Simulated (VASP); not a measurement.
Write the native input for VASP 6.6.1 that does the following.

```
Task                   : single point
Functional             : PBE
Potentials or basis    : VASP PAW PBE potentials, release 64 (B, P)
Cutoff                 : 500 eV
k mesh                 : 14 × 14 × 14
Occupations            : gaussian, width 0.02 eV
Spin                   : no spin polarisation
Dipole correction      : no
Further INCAR settings : ALGO = Normal; EDIFF = 1e-06; NBANDS = 11
```

The structure of BP (series) lies in POSCAR:

```
BP
1.0
    0.0000000000      2.2690000000      2.2690000000
    2.2690000000      0.0000000000      2.2690000000
    2.2690000000      2.2690000000      0.0000000000
B P
1 1
Direct
    0.0000000000      0.0000000000      0.0000000000
    0.2500000000      0.2500000000      0.2500000000
```

One way to write it, as run:

INCAR

```
PREC = Accurate ; ENCUT = 500
EDIFF = 1E-6 ; ISMEAR = 0
SIGMA = 0.02 ; LREAL = False
LASPH = True ; NELM = 120
ALGO = Normal ; ISIF = 2
LWAVE = False ; LCHARG = False
GGA = PE ; NBANDS = 11
GGA_COMPAT = False
```

KPOINTS

```
regular mesh
0
Gamma
  14 14 14
```

Potentials or basis: VASP PAW PBE potentials, release 64 (B, P).

Command:

```bash
$ cat potpaw_PBE.64/B/POTCAR potpaw_PBE.64/P/POTCAR > POTCAR
$ mpirun -np 1 vasp_std > vasp.out
```

Results of the run:

```
Pressure               : 0.9 GPa
Band gap on the k mesh : 1.24 eV, indirect (least direct gap 3.40 eV)
```

Wall time 22 s on 1 thread of Intel(R) Xeon(R) Platinum 8259CL CPU @ 2.50GHz (Skylake/Cascade Lake) (shared host), peak memory 0.14 GiB.
